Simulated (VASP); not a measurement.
Mn: single point with r2SCAN

Crystal: Mn.

```xyz
2
Lattice="0.0000 2.5198 2.5198 2.5198 0.0000 2.5198 2.5198 2.5198 0.0000" Properties=species:S:1:pos:R:3 pbc="T T T"
Mn    0.0000    2.5198    2.5198
Mn    2.5198    2.5198    2.5198
```

This cell differs from its parent crystal: volume scaled by 0.96.

```json
{
 "Program": "VASP 6.6.1",
 "Task": "single point",
 "Functional": "r2SCAN",
 "Potentials or basis": "VASP PAW PBE potentials, release 64 (Mn_pv)",
 "Cutoff": "520 eV",
 "k mesh": "12 × 12 × 12",
 "Occupations": "fermi-dirac, width 0.05 eV",
 "Spin": "collinear spin, antiferromagnetic start",
 "Starting moments": "[3.708, -3.708] μB",
 "Dipole correction": "no",
 "Further INCAR settings": "ALGO = Normal; EDIFF = 1e-06; NBANDS = 24"
}
```

```
Pressure                                              : 1.4 GPa
Band gap on the k mesh                                : zero (filled and empty bands overlap)
Net moment                                            : 0.00 μB per cell
Site moments                                          : Mn +3.67, -3.67 μB
Valence electrons inside the program's atomic spheres : Mn 11.61
```

Levels at points of the mesh, in eV from the Fermi level:
Spin up:
```
           k point  band 9  band 10  band 11  band 12  band 13  band 14  band 15  band 16  band 17  band 18
(0.00, 0.00, 0.00)   -4.12    -4.07    -4.07    -4.07     1.73     1.73     1.73     2.07     2.07    10.01
(0.50, 0.00, 0.00)   -3.70    -3.60    -3.05    -3.05    -1.45    -0.10    -0.10     1.69     1.69     2.51
(0.50, 0.50, 0.00)   -3.71    -2.99    -2.99    -2.42    -1.99     1.35     2.08     2.08     2.13     3.84
```
Spin down:
| k point | band 9 | band 10 | band 11 | band 12 | band 13 | band 14 | band 15 | band 16 | band 17 | band 18 |
| --- | --- | --- | --- | --- | --- | --- | --- | --- | --- | --- |
| (0.00, 0.00, 0.00) | -4.12 | -4.07 | -4.07 | -4.07 | 1.73 | 1.73 | 1.73 | 2.07 | 2.07 | 10.01 |
| (0.50, 0.00, 0.00) | -3.70 | -3.60 | -3.05 | -3.05 | -1.45 | -0.10 | -0.10 | 1.69 | 1.69 | 2.51 |
| (0.50, 0.50, 0.00) | -3.71 | -2.99 | -2.99 | -2.42 | -1.99 | 1.35 | 2.08 | 2.08 | 2.13 | 3.84 |

Run time: 13 min on 1 thread of Intel Xeon 8259CL, on a shared host, peak memory 0.23 GiB.

Caveat: the PAW data sets were made with another functional, which shifts forces and pressure a little.
